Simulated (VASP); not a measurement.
Set up this calculation in VASP 6.6.1, as the native input.

- Task: single point
- Functional: PBE
- Potentials or basis: VASP PAW PBE potentials, release 64 (As)
- Cutoff: 520 eV
- k mesh: 16 × 16 × 9
- Occupations: fermi-dirac, width 0.05 eV
- Spin: no spin polarisation
- Dipole correction: no
- Further INCAR settings: ALGO = Normal; EDIFF = 1e-06; NBANDS = 12

The structure of As lies in POSCAR:

```
As
1.0
    3.0532622704      0.0000000000      0.0000000000
   -1.5266311352      2.6442026906      0.0000000000
    0.0000000000      0.0000000000      4.7628345834
As
2
Direct
    0.3333333333      0.6666666667      0.2500000000
    0.6666666667      0.3333333333      0.7500000000
```

This isn't the form of As at room conditions, which is rhombohedral.

One way to write it, as run:

INCAR

```
  ALGO = Normal
  EDIFF = 1E-6
  ENCUT = 520
  GGA = PE
  ISIF = 2
  ISMEAR = -1
  LASPH = T
  LCHARG = F
  LREAL = F
  LWAVE = F
  NBANDS = 12
  NELM = 80
  PREC = Accurate
  SIGMA = 0.05
```

KPOINTS

```
k-points
0
Gamma
  16 16 9
```

Potentials or basis: VASP PAW PBE potentials, release 64 (As).

The run is started by

```console
$ cat potpaw_PBE.64/As/POTCAR > POTCAR
$ mpirun -np 1 vasp_std > vasp.out
```

Results of the run:

The pressure is 0.1 GPa and the band gap on the k mesh is zero (bands 5 and 6 overlap by 7.31 eV).

Wall time 53 s on 1 thread of Intel Xeon 8259CL (shared host), peak memory 0.19 GiB.
